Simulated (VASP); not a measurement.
# Sc (P6_3/mmc) in VASP: a series of runs

The runs below take Sc through single point, with PBE.

All numbers are computed with VASP 6.6.1; they aren't measurements. Logs are shortened: lines on timing, memory, paths and dates and some standing lists are left out, and cuts for length are marked.

**1. The cell of the first run**

It takes space group P6_3/mmc (No. 194, hexagonal). The conventional cell has a = 3.279 Å, b = 3.279 Å, c = 5.226 Å, α = 90.00°, β = 90.00°, γ = 120.00°. Within 4.2 Å of Sc (site symmetry -6m2) lie 12 Sc at 3.23 to 3.28 Å.

**2. Single point, PBE**

The input, INCAR:

```
  PREC = Accurate
  ENCUT = 520
  EDIFF = 1E-7
  ISMEAR = 0
  SIGMA = 0.1
  LREAL = False
  LASPH = True
  NELM = 80
  ALGO = Normal
  ISIF = 2
  LWAVE = False
  LCHARG = False
  GGA = PE
  NBANDS = 18
```

The input, KPOINTS:

```
regular mesh
0
Gamma
  10 10 6
```

The input, POSCAR:

```
Sc
1.0
    3.2793212712      0.0000000000      0.0000000000
   -1.6396606356      2.8399754675      0.0000000000
    0.0000000000      0.0000000000      5.2260032818
Sc
2
Direct
    0.3333333333      0.6666666667      0.2500000000
    0.6666666667      0.3333333333      0.7500000000
```

Potentials or basis: VASP PAW PBE potentials, release 64 (Sc_sv).

Run with:

```sh
$ cat potpaw_PBE.64/Sc_sv/POTCAR > POTCAR
$ mpirun -np 1 vasp_std > vasp.out
```

OUTCAR:

```text
PREC = Accurate
   ENCUT = 520
   EDIFF = 1E-7
   ISMEAR = 0
   LREAL = False
   LASPH = True
   NELM = 80
   ISIF = 2
   GGA = PE

 ion  position               nearest neighbor table
   1  0.333  0.667  0.250-   2 3.23   2 3.23   2 3.23   2 3.23   2 3.23   2 3.23
   2  0.667  0.333  0.750-   1 3.23   1 3.23   1 3.23   1 3.23   1 3.23   1 3.23

  LATTYP: Found a hexagonal cell.
 ALAT       =     3.2793212712
 C/A-ratio  =     1.5936234512

  Lattice vectors:

 A1 = (   3.2793212712,   0.0000000000,   0.0000000000)
 A2 = (  -1.6396606356,   2.8399754675,   0.0000000000)
 A3 = (   0.0000000000,   0.0000000000,   5.2260032818)

Analysis of symmetry for initial positions (statically):
=====================================================================
 Subroutine PRICEL returns:
 Original cell was already a primitive cell.

 Routine SETGRP: Setting up the symmetry group for a
 hexagonal supercell.

 Subroutine GETGRP returns: Found 24 space group operations
 (whereof 12 operations were pure point group operations)
 out of a pool of 24 trial point group operations.

The static configuration has the point symmetry D_3d.
 The point group associated with its full space group is D_6h.

Analysis of symmetry for dynamics (positions and initial velocities):
=====================================================================
 Subroutine PRICEL returns:
 Original cell was already a primitive cell.

 Routine SETGRP: Setting up the symmetry group for a
 hexagonal supercell.

 Subroutine GETGRP returns: Found 24 space group operations
 (whereof 12 operations were pure point group operations)
 out of a pool of 24 trial point group operations.

The dynamic configuration has the point symmetry D_3d.
 The point group associated with its full space group is D_6h.

 Subroutine INISYM returns: Found 24 space group operations
 (whereof 12 operations are pure point group operations),
 and found     1 'primitive' translations

----------------------------------------------------------------------------------------

                                     Primitive cell

  volume of cell :      48.6708

  direct lattice vectors                    reciprocal lattice vectors
     3.279321271  0.000000000  0.000000000     0.304941150  0.176057859  0.000000000
    -1.639660636  2.839975467  0.000000000     0.000000000  0.352115718  0.000000000
     0.000000000  0.000000000  5.226003282     0.000000000  0.000000000  0.191350817

  length of vectors
     3.279321271  3.279321219  5.226003282     0.352115712  0.352115718  0.191350817

  position of ions in fractional coordinates (direct lattice)
     0.333333333  0.666666667  0.250000000
     0.666666667  0.333333333  0.750000000

  ion indices of the primitive-cell ions
   primitive index   ion index
                 1           1
                 2           2

----------------------------------------------------------------------------------------

 KPOINTS: regular mesh

Automatic generation of k-mesh.
 Grid dimensions read from file:
 generate k-points for:   10   10    6

 Generating k-lattice:

  Cartesian coordinates                     Fractional coordinates (reciprocal lattice)
     0.030494115  0.017605786  0.000000000     0.100000000  0.000000000  0.000000000
     0.000000000  0.035211572  0.000000000     0.000000000  0.100000000  0.000000000
     0.000000000  0.000000000  0.031891803     0.000000000  0.000000000  0.166666667

  Length of vectors
     0.035211571  0.035211572  0.031891803

  Shift w.r.t. Gamma in fractional coordinates (k-lattice)
     0.000000000  0.000000000  0.000000000

 Subroutine IBZKPT returns following result:
 ===========================================

 Found     56 irreducible k-points:

 Following reciprocal coordinates:
            Coordinates               Weight
  0.000000  0.000000  0.000000      1.000000
  0.100000 -0.000000  0.000000      6.000000
  0.200000 -0.000000  0.000000      6.000000
  0.300000 -0.000000  0.000000      6.000000
  0.400000 -0.000000  0.000000      6.000000
  0.500000 -0.000000  0.000000      3.000000
[... 16 lines left out ...]
  0.300000  0.100000  0.166667     24.000000
  0.400000  0.100000  0.166667     24.000000
 [... further k-points ...]
   k-points           NKPTS =     56   k-points in BZ     NKDIM =     56   number of bands    NBANDS=     18
   number of dos      NEDOS =    301   number of ions     NIONS =      2
   total plane-waves  NPLWV =  23040
   dimension x,y,z NGX =    24 NGY =   24 NGZ =   40
   dimension x,y,z NGXF=    48 NGYF=   48 NGZF=   80
   ions per type =               2
   NGX,Y,Z   is equivalent  to a cutoff of  12.17, 12.17, 12.72 a.u.
   NGXF,Y,Z  is equivalent  to a cutoff of  24.33, 24.33, 25.45 a.u.
 SYSTEM =  unknown system
   PREC   = accura    normal or accurate (medium, high low for compatibility)
   ISTART =      0    job   : 0-new  1-cont  2-samecut
   ICHARG =      2    charge: 1-file 2-atom 10-const
[... 24 lines left out ...]
   IMIX   =      4    mixing-type and parameters
     AMIX     =   0.40;   BMIX     =  1.00
     AMIX_MAG =   1.60;   BMIX_MAG =  1.00
  volume/ion in A,a.u.               =      24.34       164.22
  Fermi-wavevector in a.u.,A,eV,Ry     =   1.256395  2.374243 21.477194  1.578529
  Thomas-Fermi vector in A             =   2.390105
   LORBIT       =      0    0 simple, 1 ext, 2 COOP (PROOUT), +10 PAW based schemes
   GGA     = PE    functional components
   LHFCALC =     F    Hartree Fock is set to
   AEXX    =    0.0000 exact exchange contribution
   IVDW    =     0    specifies the selected vdW correction
   LEPSILON=     F    determine dielectric tensor
   LRPA    =     F    only Hartree local field effects (RPA)
 non-spin polarized calculation
 Gauss-broadening in eV      SIGMA  =   0.10
  energy-cutoff  :      520.00
  volume of cell :       48.67
 maximum number of plane-waves:      1329
   NGX = 13   NGY = 13   NGZ = 19

 number of electron      22.0000000 magnetization

 Free energy of the ion-electron system (eV)
  ---------------------------------------------------
  ext. energy  EPLUGINS =         0.00000000
  ---------------------------------------------------
  free energy    TOTEN  =       -12.50051189 eV

  energy without entropy =      -12.47754827  energy(sigma->0) =      -12.48903008

 E-fermi :   3.7570     XC(G=0):  -9.9290

 val. band max:        3.7516072057   @ k =   0.2000   0.2000   0.1667
 cond. band min:       3.7634547783   @ k =   0.4000   0.1000   0.3333
 fundamental gap:      0.0118475726
 Fermi energy:         3.7570180441

 k-point     1 :       0.0000    0.0000    0.0000
  band No.  band energies     occupation
      1     -45.6280      2.00000
      2     -45.5594      2.00000
      3     -24.4569      2.00000
      4     -24.1010      2.00000
      5     -24.1010      2.00000
      6     -24.0396      2.00000
[... 10 lines left out ...]
     17       6.1848      0.00000
     18       6.1848      0.00000

 k-point     2 :       0.1000   -0.0000    0.0000
  band No.  band energies     occupation
      1     -45.6230      2.00000
      2     -45.5573      2.00000
      3     -24.4436      2.00000
      4     -24.1287      2.00000
      5     -24.1102      2.00000
      6     -24.0684      2.00000
[... 10 lines left out ...]
     17       6.0090      0.00000
     18       6.0531      0.00000

 k-point     3 :       0.2000   -0.0000    0.0000
  band No.  band energies     occupation
      1     -45.6094      2.00000
      2     -45.5523      2.00000
      3     -24.4061      2.00000
      4     -24.2015      2.00000
      5     -24.1418      2.00000
      6     -24.1331      2.00000
[... 10 lines left out ...]
     17       6.1468      0.00000
     18       6.3643      0.00000

 k-point     4 :       0.3000   -0.0000    0.0000
  band No.  band energies     occupation
      1     -45.5914      2.00000
      2     -45.5472      2.00000
      3     -24.3528      2.00000
      4     -24.2926      2.00000
      5     -24.2289      2.00000
      6     -24.1604      2.00000
[... 375 lines left out ...]
      4     -24.2361      2.00000
      5     -24.2151      2.00000
      6     -24.1455      2.00000
[... 10 lines left out ...]
     17       6.6102      0.00000
     18       6.8242      0.00000

 k-point    23 :       0.3000    0.1000    0.1667
  band No.  band energies     occupation
      1     -45.5781      2.00000
      2     -45.5477      2.00000
      3     -24.3661      2.00000
      4     -24.3008      2.00000
      5     -24.2513      2.00000
      6     -24.1771      2.00000
[... 10 lines left out ...]
     17       7.2407      0.00000
     18       7.3009      0.00000

 k-point    24 :       0.4000    0.1000    0.1667
  band No.  band energies     occupation
      1     -45.5661      2.00000
      2     -45.5466      2.00000
      3     -24.3985      2.00000
      4     -24.3335      2.00000
      5     -24.2415      2.00000
      6     -24.1903      2.00000
[... 10 lines left out ...]
     17       7.4887      0.00000
     18       7.6579      0.00000

 [... further k-points ...]

------------------------ aborting loop because EDIFF is reached ----------------------------------------

  FORCE on cell =-STRESS in cart. coord.  units (eV):
  Direction    XX          YY          ZZ          XY          YZ          ZX
  --------------------------------------------------------------------------------------
  -------------------------------------------------------------------------------------
  Total        0.4273059      0.4273059     -0.1521673      0.0000000      0.0000000      0.0000000
  in kB       14.0663456     14.0663450     -5.0091447      0.0000000      0.0000000      0.0000000
  external PRESSURE =       7.7078486 kB  Pullay stress =       0.0000000 kB

 VOLUME and BASIS-vectors are now :
 -----------------------------------------------------------------------------
  energy-cutoff  :      520.00
  volume of cell :       48.67
      direct lattice vectors                 reciprocal lattice vectors
     3.279321271  0.000000000  0.000000000     0.304941150  0.176057859  0.000000000
    -1.639660636  2.839975467  0.000000000     0.000000000  0.352115718  0.000000000
     0.000000000  0.000000000  5.226003282     0.000000000  0.000000000  0.191350817

 POSITION                                       TOTAL-FORCE (eV/Angst)
 -----------------------------------------------------------------------------------
     -0.00000      1.89332      1.30650        -0.000000      0.000000      0.000000
      1.63966      0.94666      3.91950         0.000000     -0.000000      0.000000
 -----------------------------------------------------------------------------------
    total drift:                               -0.000000      0.000000     -0.000000

  FREE ENERGIE OF THE ION-ELECTRON SYSTEM (eV)
  ---------------------------------------------------
  free  energy   TOTEN  =       -12.5005118903 eV

  energy  without entropy=      -12.4775482685  energy(sigma->0) =      -12.48903008
```

Run time: 34 s. Hardware: 1 thread of Intel Xeon Platinum 8259CL at 2.50GHz (Skylake/Cascade Lake), shared host; peak memory 0.18 GiB.

Results:

```
Free energy            : -12.5005 eV
Pressure               : 0.8 GPa
Band gap on the k mesh : zero (band 11 reaches 4.66 eV, above the bottom of band 12 at 3.27 eV)
```

Levels at points of the mesh, in eV from the Fermi level:
```
           k point  band 7  band 8  band 9  band 10  band 11  band 12  band 13  band 14  band 15  band 16
(0.00, 0.00, 0.00)  -27.80  -27.78   -5.16    -1.69     0.47     1.63     1.63     1.75     2.05     2.05
(0.50, 0.00, 0.00)  -27.89  -27.84   -1.59    -1.06    -0.72    -0.28     1.24     1.44     1.80     3.85
(0.00, 0.00, 0.50)  -27.83  -27.83   -3.64    -3.64     0.90     0.90     1.57     1.57     1.57     1.57
(0.50, 0.00, 0.50)  -27.89  -27.89   -1.49    -1.49     0.05     0.05     1.29     1.29     2.45     2.45
```

**3. Single point, PBE**

This run uses another cell than the first one, of 25.00 Å³/atom, 1.027 times its volume.

The input, INCAR:

```
SYSTEM = Sc
ALGO     = Normal         ! electronic algorithm
EDIFF    = 1E-7           ! SCF threshold, eV
ENCUT    = 520            ! plane-wave cutoff, eV
GGA      = PE             ! functional
ISIF     = 2              ! what is computed and relaxed
ISMEAR   = 0              ! smearing method
LASPH    = .TRUE.         ! aspherical terms in the spheres
LCHARG   = .FALSE.        ! write CHGCAR
LREAL    = .FALSE.        ! projectors in reciprocal space
LWAVE    = .FALSE.        ! write WAVECAR
NBANDS   = 18             ! bands
NELM     = 60             ! most SCF steps
PREC     = Accurate       ! precision mode
SIGMA    = 0.1            ! smearing width, eV
```

The input, KPOINTS:

```
k-points
0
G
  10 10 6
  0 0 0
```

The input, POSCAR:

```
Sc
1.0
    3.3090000000      0.0000000000      0.0000000000
   -1.6545000000      2.8656780000      0.0000000000
    0.0000000000      0.0000000000      5.2733000000
Sc
2
Direct
    0.3333333333      0.6666666667      0.2500000000
    0.6666666667      0.3333333333      0.7500000000
```

Potentials or basis: VASP PAW PBE potentials, release 64 (Sc_sv).

Run with:

```sh
$ cat potpaw_PBE.64/Sc_sv/POTCAR > POTCAR
$ mpirun -np 1 vasp_std > vasp.out
```

It took 52 s on 1 thread of Intel Xeon Platinum 8259CL at 2.50GHz (Skylake/Cascade Lake), shared host; peak memory 0.2 GiB.

It converged, with:

```
Free energy            : -12.5013 eV
Pressure               : -0.7 GPa
Band gap on the k mesh : zero (band 11 reaches 4.48 eV, above the bottom of band 12 at 3.14 eV)
```

Stress tensor (GPa, compression positive):
```
-0.13  0.00  0.00
 0.00 -0.13  0.00
 0.00  0.00 -1.82
```

Levels at points of the mesh, in eV from the Fermi level:
| k point | band 7 | band 8 | band 9 | band 10 | band 11 | band 12 | band 13 | band 14 | band 15 | band 16 |
| --- | --- | --- | --- | --- | --- | --- | --- | --- | --- | --- |
| (0.00, 0.00, 0.00) | -27.88 | -27.87 | -5.10 | -1.66 | 0.42 | 1.59 | 1.59 | 1.71 | 2.00 | 2.00 |
| (0.50, 0.00, 0.00) | -27.96 | -27.93 | -1.58 | -1.03 | -0.68 | -0.29 | 1.21 | 1.41 | 1.76 | 3.73 |
| (0.00, 0.00, 0.50) | -27.91 | -27.91 | -3.62 | -3.62 | 0.89 | 0.89 | 1.54 | 1.54 | 1.54 | 1.54 |
| (0.50, 0.00, 0.50) | -27.97 | -27.97 | -1.45 | -1.45 | 0.04 | 0.04 | 1.24 | 1.24 | 2.39 | 2.39 |

**4. Single point, PBE**

This run uses another cell than the first one, of 25.67 Å³/atom, 1.055 times its volume.

The input, INCAR:

```
SYSTEM = Sc
PREC     = Accurate       ! precision mode
ENCUT    = 520            ! plane-wave cutoff, eV
EDIFF    = 1E-6           ! SCF threshold, eV
ISMEAR   = 0              ! smearing method
SIGMA    = 0.1            ! smearing width, eV
LREAL    = .False.        ! projectors in reciprocal space
LASPH    = .True.         ! aspherical terms in the spheres
NELM     = 60             ! most SCF steps
ALGO     = Normal         ! electronic algorithm
ISIF     = 2              ! what is computed and relaxed
LWAVE    = .False.        ! write WAVECAR
LCHARG   = .False.        ! write CHGCAR
GGA      = PE             ! functional
NBANDS   = 18             ! bands
```

The input, KPOINTS:

```
regular mesh
0
Gamma
  10 10 6
  0 0 0
```

The input, POSCAR:

```
Sc
1.0
    3.3381556873      0.0000000000      0.0000000000
   -1.6690778437      2.8909275653      0.0000000000
    0.0000000000      0.0000000000      5.3197631870
Sc
2
Direct
    0.3333333333      0.6666666667      0.2500000000
    0.6666666667      0.3333333333      0.7500000000
```

Run with:

```sh
$ cat potpaw_PBE.64/Sc_sv/POTCAR > POTCAR
$ mpirun -np 1 vasp_std > vasp.out
```

It took 43 s on 1 thread of Intel Xeon Platinum 8259CL at 2.50GHz (Skylake/Cascade Lake), shared host; peak memory 0.19 GiB.

It converged, with:

- Free energy: -12.4905 eV
- Pressure: -2.0 GPa
- Band gap on the k mesh: zero (band 11 reaches 4.32 eV, above the bottom of band 12 at 3.02 eV)

Stress tensor (GPa, compression positive):
```
-1.50  0.00  0.00
 0.00 -1.50  0.00
 0.00  0.00 -3.01
```

Levels at points of the mesh, in eV from the Fermi level:
| k point | band 9 | band 10 | band 11 | band 12 | band 13 | band 14 |
| --- | --- | --- | --- | --- | --- | --- |
| (0.00, 0.00, 0.00) | -5.05 | -1.62 | 0.37 | 1.56 | 1.56 | 1.67 |
| (0.50, 0.00, 0.00) | -1.57 | -1.00 | -0.64 | -0.30 | 1.17 | 1.38 |
| (0.00, 0.00, 0.50) | -3.60 | -3.60 | 0.87 | 0.87 | 1.50 | 1.50 |
| (0.50, 0.00, 0.50) | -1.41 | -1.41 | 0.04 | 0.04 | 1.19 | 1.19 |

**5. Single point, PBE**

This run uses another cell than the first one, of 26.34 Å³/atom, 1.082 times its volume.

The input, INCAR:

```
  PREC = Accurate
  ENCUT = 520
  EDIFF = 1E-6
  ISMEAR = 0
  SIGMA = 0.1
  LREAL = F
  LASPH = T
  NELM = 60
  ALGO = Normal
  ISIF = 2
  LWAVE = F
  LCHARG = F
  GGA = PE
  NBANDS = 18
```

The input, KPOINTS:

```
regular mesh
0
Gamma
  10 10 6
```

The input, POSCAR:

```
Sc
1.0
    3.3668107858      0.0000000000      0.0000000000
   -1.6834053929      2.9157436080      0.0000000000
    0.0000000000      0.0000000000      5.3654286239
Sc
2
Direct
    0.3333333333      0.6666666667      0.2500000000
    0.6666666667      0.3333333333      0.7500000000
```

Run with:

```sh
$ cat potpaw_PBE.64/Sc_sv/POTCAR > POTCAR
$ mpirun -np 1 vasp_std > vasp.out
```

Run time: 45 s. Hardware: 1 thread of Intel Xeon Platinum 8259CL at 2.50GHz (Skylake/Cascade Lake), shared host; peak memory 0.2 GiB.

The run converged. Its results:

* Free energy: -12.4695 eV
* Pressure: -3.2 GPa
* Band gap on the k mesh: zero (band 11 reaches 4.16 eV, above the bottom of band 12 at 2.90 eV)

Stress tensor (GPa, compression positive):
```
-2.71  0.00  0.00
 0.00 -2.71  0.00
 0.00  0.00 -4.08
```

Levels at points of the mesh, in eV from the Fermi level:
```
           k point  band 9  band 10  band 11  band 12  band 13  band 14
(0.00, 0.00, 0.00)   -5.00    -1.59     0.33     1.53     1.53     1.63
(0.50, 0.00, 0.00)   -1.56    -0.98    -0.61    -0.31     1.14     1.35
(0.00, 0.00, 0.50)   -3.58    -3.58     0.85     0.85     1.47     1.47
(0.50, 0.00, 0.50)   -1.38    -1.38     0.03     0.03     1.15     1.15
```

**6. Single point, PBE**

This run uses another cell than the first one, of 27.00 Å³/atom, 1.110 times its volume.

The input, INCAR:

```
  PREC = Accurate
  ENCUT = 520
  EDIFF = 1E-7
  ISMEAR = 0
  SIGMA = 0.1
  LREAL = False
  LASPH = True
  NELM = 100
  ALGO = Normal
  ISIF = 2
  LWAVE = False
  LCHARG = False
  GGA = PE
  NBANDS = 18
```

KPOINTS is that of step 5.

The input, POSCAR:

```
Sc
1.0
    3.3949862445      0.0000000000      0.0000000000
   -1.6974931223      2.9401442706      0.0000000000
    0.0000000000      0.0000000000      5.4103296958
Sc
2
Direct
    0.3333333333      0.6666666667      0.2500000000
    0.6666666667      0.3333333333      0.7500000000
```

Potentials or basis: VASP PAW PBE potentials, release 64 (Sc_sv).

Run with:

```sh
$ cat potpaw_PBE.64/Sc_sv/POTCAR > POTCAR
$ mpirun -np 1 vasp_std > vasp.out
```

Run time: 49 s. Hardware: 1 thread of Intel Xeon Platinum 8259CL at 2.50GHz (Skylake/Cascade Lake), shared host; peak memory 0.2 GiB.

The run converged. Its results:

```yaml
Free_energy: -12.4393 eV
Pressure: -4.2 GPa
Band_gap_on_the_k_mesh: zero (band 11 reaches 4.00 eV, above the bottom of band 12 at 2.77 eV)
```

Stress tensor (GPa, compression positive):
```
-3.78  0.00  0.00
 0.00 -3.78  0.00
 0.00  0.00 -5.01
```

Levels at points of the mesh, in eV from the Fermi level:
| k point | band 9 | band 10 | band 11 | band 12 | band 13 | band 14 |
| --- | --- | --- | --- | --- | --- | --- |
| (0.00, 0.00, 0.00) | -4.95 | -1.56 | 0.29 | 1.49 | 1.49 | 1.59 |
| (0.50, 0.00, 0.00) | -1.55 | -0.96 | -0.58 | -0.31 | 1.11 | 1.32 |
| (0.00, 0.00, 0.50) | -3.55 | -3.55 | 0.84 | 0.84 | 1.44 | 1.44 |
| (0.50, 0.00, 0.50) | -1.35 | -1.35 | 0.03 | 0.03 | 1.11 | 1.11 |

**7. Overview**

| cell | gap on the mesh (eV) | pressure (GPa) |
| --- | --- | --- |
| a = 3.279, b = 3.279, c = 5.226 Å, angles 90.0, 90.0, 120.0°, 2 atoms | none | 0.8 |
| a = 3.309, b = 3.309, c = 5.273 Å, angles 90.0, 90.0, 120.0°, 2 atoms | none | -0.7 |
| a = 3.338, b = 3.338, c = 5.320 Å, angles 90.0, 90.0, 120.0°, 2 atoms | none | -2.0 |
| a = 3.367, b = 3.367, c = 5.365 Å, angles 90.0, 90.0, 120.0°, 2 atoms | none | -3.2 |
| a = 3.395, b = 3.395, c = 5.410 Å, angles 90.0, 90.0, 120.0°, 2 atoms | none | -4.2 |

Alike in all rows: task single point; level PBE; potentials or basis VASP PAW PBE potentials, release 64 (Sc_sv); no spin polarisation; k mesh 10 × 10 × 6; cutoff (eV) 520; smearing gaussian 0.1 eV.

Absolute energies hang on the potentials; compare differences alone.
